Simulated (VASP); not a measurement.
# SnSe (Fm-3m) in VASP: further runs

Runs on SnSe. Level: PBEsol. Tasks: electric field gradients.

Everything below comes from runs of VASP 6.6.1. Logs are shortened: lines on timing, memory, paths and dates and some standing lists are left out, and cuts for length are marked.

### Step 1. The cell of the first run

The structure is cubic, space group Fm-3m (No. 225). Conventional cell: a = 6.060 Å, b = 6.060 Å, c = 6.060 Å, α = 90.00°, β = 90.00°, γ = 90.00°. Sn (site symmetry m-3m) has 6 Se at 3.03 Å within 4.0 Å. Within 4.0 Å of Se (site symmetry m-3m) lie 6 Sn at 3.03 Å.

### Step 2. Electric field gradients, PBEsol (volume scaled by 1.02)

Input file INCAR:

```
PREC = Accurate
ENCUT = 520
EDIFF = 1E-8
ISMEAR = -1
SIGMA = 0.01
LREAL = F
LASPH = T
NELM = 60
ALGO = Normal
ISIF = 2
LWAVE = F
LCHARG = F
GGA = PS
LEFG = T
NBANDS = 17
```

Input file KPOINTS:

```
Automatic mesh
0
Gamma
  7 7 7
```

Input file POSCAR:

```
SnSe
1.0
    0.0000000000      3.0299343558      3.0299343558
    3.0299343558      0.0000000000      3.0299343558
    3.0299343558      3.0299343558      0.0000000000
Sn Se
1 1
Direct
    0.0000000000      0.0000000000      0.0000000000
    0.5000000000      0.5000000000      0.5000000000
```

Potentials or basis: VASP PAW PBE potentials, release 64 (Sn_d, Se).

Started as:

```console
$ cat potpaw_PBE.64/Sn_d/POTCAR potpaw_PBE.64/Se/POTCAR > POTCAR
$ mpirun -np 1 vasp_std > vasp.out
```

OUTCAR:

```text
PREC = Accurate
   ENCUT = 520
   EDIFF = 1E-8
   ISMEAR = -1
   LREAL = F
   LASPH = T
   NELM = 60
   ISIF = 2
   GGA = PS

 ion  position               nearest neighbor table
   1  0.000  0.000  0.000-   2 3.03   2 3.03   2 3.03   2 3.03   2 3.03   2 3.03
   2  0.500  0.500  0.500-   1 3.03   1 3.03   1 3.03   1 3.03   1 3.03   1 3.03

  LATTYP: Found a face centered cubic cell.
 ALAT       =     6.0598687116

  Lattice vectors:

 A1 = (   0.0000000000,   3.0299343558,   3.0299343558)
 A2 = (   3.0299343558,   0.0000000000,   3.0299343558)
 A3 = (   3.0299343558,   3.0299343558,   0.0000000000)

Analysis of symmetry for initial positions (statically):
=====================================================================
 Subroutine PRICEL returns:
 Original cell was already a primitive cell.

 Routine SETGRP: Setting up the symmetry group for a
 face centered cubic supercell.

 Subroutine GETGRP returns: Found 48 space group operations
 (whereof 48 operations were pure point group operations)
 out of a pool of 48 trial point group operations.

The static configuration has the point symmetry O_h .

Analysis of symmetry for dynamics (positions and initial velocities):
=====================================================================
 Subroutine PRICEL returns:
 Original cell was already a primitive cell.

 Routine SETGRP: Setting up the symmetry group for a
 face centered cubic supercell.

 Subroutine GETGRP returns: Found 48 space group operations
 (whereof 48 operations were pure point group operations)
 out of a pool of 48 trial point group operations.

The dynamic configuration has the point symmetry O_h .

 Subroutine INISYM returns: Found 48 space group operations
 (whereof 48 operations are pure point group operations),
 and found     1 'primitive' translations

----------------------------------------------------------------------------------------

                                     Primitive cell

  volume of cell :      55.6326

  direct lattice vectors                    reciprocal lattice vectors
     0.000000000  3.029934356  3.029934356    -0.165020077  0.165020077  0.165020077
     3.029934356  0.000000000  3.029934356     0.165020077 -0.165020077  0.165020077
     3.029934356  3.029934356  0.000000000     0.165020077  0.165020077 -0.165020077

  length of vectors
     4.284974259  4.284974259  4.284974259     0.285823157  0.285823157  0.285823157

  position of ions in fractional coordinates (direct lattice)
     0.000000000  0.000000000  0.000000000
     0.500000000  0.500000000  0.500000000

  ion indices of the primitive-cell ions
   primitive index   ion index
                 1           1
                 2           2

----------------------------------------------------------------------------------------

 KPOINTS: Automatic mesh

Automatic generation of k-mesh.
 Grid dimensions read from file:
 generate k-points for:    7    7    7

 Generating k-lattice:

  Cartesian coordinates                     Fractional coordinates (reciprocal lattice)
    -0.023574297  0.023574297  0.023574297     0.142857143  0.000000000  0.000000000
     0.023574297 -0.023574297  0.023574297     0.000000000  0.142857143  0.000000000
     0.023574297  0.023574297 -0.023574297     0.000000000  0.000000000  0.142857143

  Length of vectors
     0.040831880  0.040831880  0.040831880

  Shift w.r.t. Gamma in fractional coordinates (k-lattice)
     0.000000000  0.000000000  0.000000000

 Subroutine IBZKPT returns following result:
 ===========================================

 Found     20 irreducible k-points:

 Following reciprocal coordinates:
            Coordinates               Weight
  0.000000  0.000000  0.000000      1.000000
  0.142857  0.000000  0.000000      8.000000
  0.285714  0.000000  0.000000      8.000000
  0.428571  0.000000  0.000000      8.000000
  0.142857  0.142857  0.000000      6.000000
  0.285714  0.142857  0.000000     24.000000
[... 12 lines left out ...]
 -0.428571  0.428571  0.142857     24.000000
 -0.285714  0.428571  0.142857     24.000000
   k-points           NKPTS =     20   k-points in BZ     NKDIM =     20   number of bands    NBANDS=     17
   number of dos      NEDOS =    301   number of ions     NIONS =      2
   total plane-waves  NPLWV =  32768
   dimension x,y,z NGX =    32 NGY =   32 NGZ =   32
   dimension x,y,z NGXF=    64 NGYF=   64 NGZF=   64
   ions per type =               1   1
   NGX,Y,Z   is equivalent  to a cutoff of  12.42, 12.42, 12.42 a.u.
   NGXF,Y,Z  is equivalent  to a cutoff of  24.83, 24.83, 24.83 a.u.
 SYSTEM =  unknown system
   PREC   = accura    normal or accurate (medium, high low for compatibility)
   ISTART =      0    job   : 0-new  1-cont  2-samecut
   ICHARG =      2    charge: 1-file 2-atom 10-const
   ISPIN  =      1    spin polarized calculation?
   LNONCOLLINEAR =      F non collinear calculations
   LSORBIT =      F    spin-orbit coupling
   LASPH  =      T    aspherical Exc in radial PAW
   ENCUT  =  520.0 eV  38.22 Ry    6.18 a.u.   7.97  7.97  7.97*2*pi/ulx,y,z
   NELM   =     60;   NELMIN=  2; NELMDL= -5     # of ELM steps
   EDIFF  = 0.1E-07   stopping-criterion for ELM
   LREAL  =      F    real-space projection
   EDIFFG = 0.1E-06   stopping-criterion for IOM
   NSW    =      0    number of steps for IOM
   IBRION =     -1    ionic relax: 0-MD 1-quasi-New 2-CG
   NFREE  =      0    steps in history (QN), initial steepest desc. (CG)
   ISIF   =      2    stress and relaxation
   ISYM   =      2    0-nonsym 1-usesym 2-fastsym
   POTIM  = 0.5000    time-step for ionic-motion
   TEBEG  =    0.0;   TEEND  =   0.0 temperature during run
   PSTRESS=    0.0 pullay stress
   NELECT =      20.0000    total number of electrons
   NUPDOWN=      -1.0000    fix difference up-down
   EMIN   =  10.00;   EMAX   =-10.00  energy-range for DOS
   EFERMI =   0.00;   METHOD = LEGACY
   ISMEAR =    -1;   SIGMA  =   0.01  broadening in eV -4-tet -1-fermi 0-gaus
   EFERMI_NEDOS =   21; number of points for ismear=-14 and -15
   IALGO  =     38    algorithm
   IMIX   =      4    mixing-type and parameters
     AMIX     =   0.40;   BMIX     =  1.00
     AMIX_MAG =   1.60;   BMIX_MAG =  1.00
  volume/ion in A,a.u.               =      27.82       187.71
  Fermi-wavevector in a.u.,A,eV,Ry     =   1.164059  2.199752 18.436344  1.355033
  Thomas-Fermi vector in A             =   2.300601
   LORBIT       =      0    0 simple, 1 ext, 2 COOP (PROOUT), +10 PAW based schemes
   GGA     = PS    functional components
   LHFCALC =     F    Hartree Fock is set to
   AEXX    =    0.0000 exact exchange contribution
   IVDW    =     0    specifies the selected vdW correction
   LEPSILON=     F    determine dielectric tensor
   LRPA    =     F    only Hartree local field effects (RPA)
 non-spin polarized calculation
  energy-cutoff  :      520.00
  volume of cell :       55.63
 maximum number of plane-waves:      1511
   NGX = 15   NGY = 15   NGZ = 15

 number of electron      19.9999999 magnetization

 Free energy of the ion-electron system (eV)
  ---------------------------------------------------
  ext. energy  EPLUGINS =         0.00000000
  ---------------------------------------------------
  free energy    TOTEN  =        -8.95858923 eV

  energy without entropy =       -8.95858923  energy(sigma->0) =       -8.95858923

 E-fermi :   5.3281     XC(G=0):  -9.6872

 val. band max:        5.0778314669   @ k =  -0.2857   0.1429   0.0000
 cond. band min:       5.8430456542   @ k =  -0.2857   0.1429   0.0000
 fundamental gap:      0.7652141874
 Fermi energy:         5.3281425480

 k-point     1 :       0.0000    0.0000    0.0000
  band No.  band energies     occupation
      1     -16.2670      2.00000
      2     -16.2670      2.00000
      3     -16.2670      2.00000
      4     -16.2655      2.00000
      5     -16.2655      2.00000
      6      -8.5189      2.00000
[... 9 lines left out ...]
     16      11.0512      0.00000
     17      13.3152      0.00000

 k-point     2 :       0.1429    0.0000    0.0000
  band No.  band energies     occupation
      1     -16.2673      2.00000
      2     -16.2673      2.00000
      3     -16.2666      2.00000
      4     -16.2644      2.00000
      5     -16.2644      2.00000
      6      -8.3818      2.00000
[... 9 lines left out ...]
     16      11.5165      0.00000
     17      14.5900      0.00000

 k-point     3 :       0.2857    0.0000    0.0000
  band No.  band energies     occupation
      1     -16.2703      2.00000
      2     -16.2703      2.00000
      3     -16.2656      2.00000
      4     -16.2593      2.00000
      5     -16.2593      2.00000
      6      -8.0291      2.00000
[... 9 lines left out ...]
     16      12.7319      0.00000
     17      16.8084      0.00000

 k-point     4 :       0.4286    0.0000    0.0000
  band No.  band energies     occupation
      1     -16.2728      2.00000
      2     -16.2728      2.00000
      3     -16.2648      2.00000
      4     -16.2552      2.00000
      5     -16.2552      2.00000
      6      -7.6796      2.00000
[... 9 lines left out ...]
     16      14.5728      0.00000
     17      15.7435      0.00000

 k-point     5 :       0.1429    0.1429    0.0000
  band No.  band energies     occupation
      1     -16.2691      2.00000
      2     -16.2682      2.00000
      3     -16.2642      2.00000
      4     -16.2640      2.00000
      5     -16.2640      2.00000
      6      -8.3362      2.00000
[... 9 lines left out ...]
     16      12.3241      0.00000
     17      13.5991      0.00000

 k-point     6 :       0.2857    0.1429    0.0000
  band No.  band energies     occupation
      1     -16.2729      2.00000
      2     -16.2678      2.00000
      3     -16.2660      2.00000
      4     -16.2607      2.00000
      5     -16.2586      2.00000
      6      -8.0545      2.00000
[... 9 lines left out ...]
     16      13.5009      0.00000
     17      15.1576      0.00000
[... 201 lines left out ...]
 k-point    17 :       0.4286    0.2857    0.1429
  band No.  band energies     occupation
      1     -16.2767      2.00000
      2     -16.2673      2.00000
      3     -16.2660      2.00000
      4     -16.2573      2.00000
      5     -16.2563      2.00000
      6      -7.7637      2.00000
[... 9 lines left out ...]
     16      14.9033      0.00000
     17      15.4538      0.00000

 k-point    18 :      -0.4286    0.2857    0.1429
  band No.  band energies     occupation
      1     -16.2788      2.00000
      2     -16.2676      2.00000
      3     -16.2634      2.00000
      4     -16.2582      2.00000
      5     -16.2538      2.00000
      6      -7.4929      2.00000
[... 9 lines left out ...]
     16      15.3638      0.00000
     17      16.6140      0.00000

 k-point    19 :      -0.4286    0.4286    0.1429
  band No.  band energies     occupation
      1     -16.2855      2.00000
      2     -16.2688      2.00000
      3     -16.2624      2.00000
      4     -16.2549      2.00000
      5     -16.2514      2.00000
      6      -7.3986      2.00000
[... 9 lines left out ...]
     16      16.1210      0.00000
     17      17.3686      0.00000

 k-point    20 :      -0.2857    0.4286    0.1429
  band No.  band energies     occupation
      1     -16.2828      2.00000
      2     -16.2652      2.00000
      3     -16.2633      2.00000
      4     -16.2595      2.00000
      5     -16.2515      2.00000
      6      -7.3559      2.00000
[... 9 lines left out ...]
     16      16.6243      0.00000
     17      16.7673      0.00000

------------------------ aborting loop because EDIFF is reached ----------------------------------------

  FORCE on cell =-STRESS in cart. coord.  units (eV):
  Direction    XX          YY          ZZ          XY          YZ          ZX
  --------------------------------------------------------------------------------------
  -------------------------------------------------------------------------------------
  Total       -0.9663689     -0.9663689     -0.9663689      0.0000000      0.0000000     -0.0000000
  in kB      -27.8306840    -27.8306840    -27.8306840      0.0000000      0.0000000     -0.0000000
  external PRESSURE =     -27.8306840 kB  Pullay stress =       0.0000000 kB

 VOLUME and BASIS-vectors are now :
 -----------------------------------------------------------------------------
  energy-cutoff  :      520.00
  volume of cell :       55.63
      direct lattice vectors                 reciprocal lattice vectors
     0.000000000  3.029934356  3.029934356    -0.165020077  0.165020077  0.165020077
     3.029934356  0.000000000  3.029934356     0.165020077 -0.165020077  0.165020077
     3.029934356  3.029934356  0.000000000     0.165020077  0.165020077 -0.165020077

 POSITION                                       TOTAL-FORCE (eV/Angst)
 -----------------------------------------------------------------------------------
      0.00000      0.00000      0.00000         0.000000      0.000000      0.000000
      3.02993      3.02993      3.02993         0.000000      0.000000     -0.000000
 -----------------------------------------------------------------------------------
    total drift:                                0.000000     -0.000000     -0.000000

  FREE ENERGIE OF THE ION-ELECTRON SYSTEM (eV)
  ---------------------------------------------------
  free  energy   TOTEN  =        -8.9585892312 eV

  energy  without entropy=       -8.9585892312  energy(sigma->0) =       -8.95858923

 Electric field gradients (V/A^2)
---------------------------------------------------------------------
 ion       V_xx      V_yy      V_zz      V_xy      V_xz      V_yz
---------------------------------------------------------------------
   1       0.000     0.000    -0.000     0.001     0.001     0.001
   2       0.000    -0.000    -0.000     0.000     0.000     0.000
---------------------------------------------------------------------

 Electric field gradients after diagonalization (V/A^2)
 (convention: |V_zz| > |V_xx| > |V_yy|)
----------------------------------------------------------------------
 ion       V_xx      V_yy      V_zz     asymmetry (V_yy - V_xx)/ V_zz
----------------------------------------------------------------------
   1      -0.001    -0.001     0.002       0.000
   2      -0.000    -0.000     0.000       0.000
----------------------------------------------------------------------

           NMR quadrupolar parameters

 Cq : quadrupolar parameter    Cq=e*Q*V_zz/h
 eta: asymmetry parameters     (V_yy - V_xx)/ V_zz
 Q  : nuclear electric quadrupole moment in mb (millibarn)
----------------------------------------------------------------------
 ion       Cq(MHz)       eta       Q (mb)
----------------------------------------------------------------------
   1       0.000       0.000       1.000
   2       0.000       0.000       1.000
----------------------------------------------------------------------
```

It took 33 s on 1 thread of Intel Xeon 8259CL, shared host; peak memory 0.18 GiB.

What came out:

```yaml
Free_energy: -8.9586 eV
Pressure: -2.8 GPa
```

Levels at points of the mesh, in eV from the Fermi level:
```tsv
k point	band 7	band 8	band 9	band 10	band 11	band 12	band 13	band 14
(0.00, 0.00, 0.00)	-5.27	-2.23	-2.23	-2.23	4.11	4.11	4.11	5.72
```

Caveat: this odd mesh misses L, where the gap lies, so gap, dielectric constants and Born charges aren't listed; without QUAD_EFG the Cq values of the log hold for a quadrupole moment of 1 mb, not for the nuclei; the PAW data sets were made with another functional, which shifts forces and pressure a little; spin-orbit coupling is left out, which moves the levels of the heavy elements.

(Continued in part 2 of 2.)
